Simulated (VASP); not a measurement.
# LiCl (Fm-3m) in VASP: notebook, part 2 of 2

VASP 6.6.1.

## (3) Vibrations by perturbation theory, PBE

INCAR

```
SYSTEM = LiCl
PREC = Accurate
ENCUT = 520
EDIFF = 1E-8
ISMEAR = 0
SIGMA = 0.01
LREAL = .FALSE.
LASPH = .TRUE.
NELM = 80
ALGO = Normal
ISIF = 2
LWAVE = .FALSE.
LCHARG = .TRUE.
GGA = PE
NBANDS = 12
IBRION = 8
NSW = 1
LEPSILON = .TRUE.
```

KPOINTS

```
regular mesh
0
G
  8 8 8
  0 0 0
```

POSCAR

```
LiCl
1.0
    0.0000000000      2.5749645379      2.5749645379
    2.5749645379      0.0000000000      2.5749645379
    2.5749645379      2.5749645379      0.0000000000
Li Cl
1 1
Direct
    0.5000000000      0.5000000000      0.5000000000
    0.0000000000      0.0000000000      0.0000000000
```

Potentials or basis: VASP PAW PBE potentials, release 64 (Li_sv, Cl).

Command:

```console
cat potpaw_PBE.64/Li_sv/POTCAR potpaw_PBE.64/Cl/POTCAR > POTCAR
mpirun -np 1 vasp_std > vasp.out
```

OUTCAR:

```text
SYSTEM = LiCl
   PREC = Accurate
   ENCUT = 520
   EDIFF = 1E-8
   ISMEAR = 0
   LREAL = .FALSE.
   LASPH = .TRUE.
   NELM = 80
   ISIF = 2
   GGA = PE
   IBRION = 8
   NSW = 1
   LEPSILON = .TRUE.

 ion  position               nearest neighbor table
   1  0.500  0.500  0.500-   2 2.57   2 2.57   2 2.57   2 2.57   2 2.57   2 2.57
   2  0.000  0.000  0.000-   1 2.57   1 2.57   1 2.57   1 2.57   1 2.57   1 2.57

  LATTYP: Found a face centered cubic cell.
 ALAT       =     5.1499290758

  Lattice vectors:

 A1 = (   0.0000000000,   2.5749645379,   2.5749645379)
 A2 = (   2.5749645379,   0.0000000000,   2.5749645379)
 A3 = (   2.5749645379,   2.5749645379,   0.0000000000)

Analysis of symmetry for initial positions (statically):
=====================================================================
 Subroutine PRICEL returns:
 Original cell was already a primitive cell.

 Routine SETGRP: Setting up the symmetry group for a
 face centered cubic supercell.

 Subroutine GETGRP returns: Found 48 space group operations
 (whereof 48 operations were pure point group operations)
 out of a pool of 48 trial point group operations.

The static configuration has the point symmetry O_h .

Analysis of symmetry for dynamics (positions and initial velocities):
=====================================================================
 Subroutine PRICEL returns:
 Original cell was already a primitive cell.

 Routine SETGRP: Setting up the symmetry group for a
 face centered cubic supercell.
[... 618 lines left out ...]

 PIEZOELECTRIC TENSOR (including local field effects)  for field in x, y, z        (C/m^2)
          XX          YY          ZZ          XY          YZ          ZX
  --------------------------------------------------------------------------------
  x     0.00000     0.00000     0.00000     0.00000     0.00000     0.00000
  y     0.00000     0.00000     0.00000     0.00000     0.00000     0.00000
  z     0.00000     0.00000     0.00000     0.00000     0.00000     0.00000

 BORN EFFECTIVE CHARGES (including local field effects) (in |e|, cummulative output)
 ---------------------------------------------------------------------------------
 ion    1
    1     1.18935     0.00000     0.00000
    2     0.00000     1.18935     0.00000
    3     0.00000     0.00000     1.18935
 ion    2
    1    -1.18935     0.00000     0.00000
    2     0.00000    -1.18935     0.00000
    3     0.00000     0.00000    -1.18935

 INTERNAL STRAIN TENSOR FOR ION    2 for displacements in x,y,z  (eV/Angst):
          X           Y           Z          XY          YZ          ZX
  --------------------------------------------------------------------------------
  x     0.00000     0.00000     0.00000     0.00000     0.00000     0.00000
  y     0.00000     0.00000     0.00000     0.00000     0.00000     0.00000
  z     0.00000     0.00000     0.00000     0.00000     0.00000     0.00000

 SECOND DERIVATIVES (NOT SYMMETRIZED)
 ------------------------------------
               1X          1Y          1Z          2X          2Y          2Z
  1X    -0.611858    0.000000    0.000000    0.611858    0.000000    0.000000
  1Y     0.000000   -0.611858    0.000000    0.000000    0.611858    0.000000
  1Z     0.000000    0.000000   -0.611858    0.000000    0.000000    0.611858
  2X     0.611700    0.000000    0.000000   -0.611700    0.000000    0.000000
  2Y     0.000000    0.611700    0.000000    0.000000   -0.611700    0.000000
  2Z     0.000000    0.000000    0.611700    0.000000    0.000000   -0.611700

 Eigenvectors and eigenvalues of the dynamical matrix
 ----------------------------------------------------

   1 f  =    5.054597 THz    31.758968 2PiTHz  168.603197 cm-1    20.904123 meV
             X         Y         Z           dx          dy          dz
      2.574965  2.574965  2.574965     0.000000    0.913756    0.000000
      0.000000  0.000000  0.000000     0.000000   -0.406263    0.000000
[... 21 lines left out ...]
   6 f/i=    0.000241 THz     0.001516 2PiTHz    0.008049 cm-1     0.000998 meV
             X         Y         Z           dx          dy          dz
      2.574965  2.574965  2.574965     0.000000    0.000000   -0.406263
      0.000000  0.000000  0.000000     0.000000    0.000000   -0.913756

--------------------------------------------------------------------------------------------------------

 MACROSCOPIC STATIC DIELECTRIC TENSOR IONIC CONTRIBUTION
 ------------------------------------------------------
          12.253102     0.000000     0.000000
           0.000000    12.253102     0.000000
           0.000000     0.000000    12.253102
 ------------------------------------------------------

 ELASTIC MODULI CONTR FROM IONIC RELAXATION (kBar)
 Direction    XX          YY          ZZ          XY          YZ          ZX
 --------------------------------------------------------------------------------
 XX           0.0000      0.0000      0.0000      0.0000      0.0000      0.0000
 YY           0.0000      0.0000      0.0000      0.0000      0.0000      0.0000
 ZZ           0.0000      0.0000      0.0000      0.0000      0.0000      0.0000
 XY           0.0000      0.0000      0.0000      0.0000      0.0000      0.0000
 YZ           0.0000      0.0000      0.0000      0.0000      0.0000      0.0000
 ZX           0.0000      0.0000      0.0000      0.0000      0.0000      0.0000
 --------------------------------------------------------------------------------

 PIEZOELECTRIC TENSOR IONIC CONTR  for field in x, y, z        (C/m^2)
          XX          YY          ZZ          XY          YZ          ZX
  --------------------------------------------------------------------------------
  x     0.00000     0.00000     0.00000     0.00000     0.00000     0.00000
  y     0.00000     0.00000     0.00000     0.00000     0.00000     0.00000
  z     0.00000     0.00000     0.00000     0.00000     0.00000     0.00000
```

stdout:

```text
POSCAR found type information on POSCAR LiCl
 POSCAR found :  2 types and       2 ions
 scaLAPACK will be used
 LDA part: xc-table for (Slater+PW92), standard interpolation
 POSCAR, INCAR and KPOINTS ok, starting setup
 FFT: planning ... GRIDC
 FFT: planning ... GRID_SOFT
 FFT: planning ... GRID
 WAVECAR not read
 entering main loop
[... 24 lines left out ...]
 dielectric tensor                  component  3 :     0.013     0.220     2.955
 Linear response DOF=           2
 Linear response progress:
 first order change of Fermi-energy   0.40894E-04
 force on displaced ion       1 direction 1 :  -0.612   0.000   0.000
 Born effective charge ion    1 direction 1 :   1.189   0.000   0.000
 Linear response progress:
 first order change of Fermi-energy   0.30664E-03
 force on displaced ion       2 direction 1 :  -0.612   0.000   0.000
 Born effective charge ion    2 direction 1 :  -1.189   0.000   0.000
 Born effective charges drift removed
 Linear response finished
```

It took 3.2 min on 1 thread of AMD EPYC 9R45 (Zen 5), shared host; peak memory 0.17 GiB.

What came out:

| Item | Value |
| --- | --- |
| Electronic dielectric tensor (diagonal) | 2.95 |
| Born charges (mean of the diagonal) | Li +1.19; Cl -1.19 e |
| Highest phonon frequency at Γ, LO-TO splitting left out | 169 cm⁻¹ |

Phonon frequencies in cm⁻¹ (negative: imaginary):
```csv
q point,frequencies
"(0.000, 0.000, 0.000)",0 0 0 169 169 169
```

Electronic dielectric tensor:
```
2.95 0.00 0.00
0.00 2.95 0.00
0.00 0.00 2.95
```

Born effective charge tensors (e):
atom 1, Li
```
1.19 0.00 0.00
0.00 1.19 0.00
0.00 0.00 1.19
```
atom 2, Cl
```
-1.19  0.00  0.00
 0.00 -1.19  0.00
 0.00  0.00 -1.19
```
